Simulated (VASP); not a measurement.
Runs of VASP 6.6.1 on B2AsH2. The structure is that of space group P6/mmm (No. 191), or close to it. The cells are those of the table. 

```csv
task,cell,k mesh,cutoff (eV),gap on the mesh (eV),pressure (GPa),relaxed volume (Å³/atom),largest force (eV/Å)
single point,"a = 2.941, b = 2.941, c = 6.329 Å, angles 90.0, 90.0, 120.0°, 5 atoms",6 × 6 × 4,520,none,0.0,-,0.03
relaxation of cell and atoms,"relaxed from a = 3.260, b = 3.260, c = 5.943 Å, angles 90.0, 90.0, 120.0°, 5 atoms",6 × 6 × 4,600,none,-0.3,(a),0.01
relaxation of cell and atoms,"relaxed from a = 2.941, b = 2.941, c = 6.329 Å, angles 90.0, 90.0, 120.0°, 5 atoms",12 × 12 × 6,600,none,-0.1,9.61,-
single point,"a = 2.923, b = 2.923, c = 6.496 Å, angles 90.0, 90.0, 120.0°, 5 atoms",12 × 12 × 6,520,none,(b),-,0.03
single point,"a = 3.260, b = 3.260, c = 5.943 Å, angles 90.0, 90.0, 120.0°, 5 atoms",6 × 6 × 4,520,none,0.8,-,5.48
```

Alike in all rows: level PBE; potentials or basis VASP PAW PBE potentials, release 64 (B, H, As); no spin polarisation; smearing gaussian 0.1 eV.

**Question.** Estimate the missing entries.

**Answer.** (a) 9.51; (b) 0.1.

Caveats: some runs use coarse meshes; forces of over 1 eV/Å act on the atoms, so gaps and moduli don't describe the material at rest (some runs).

A k mesh can miss the band edges, and the runs leave out spin-orbit coupling on As.

A gap of «none» marks levels without a gap at the run's occupations.
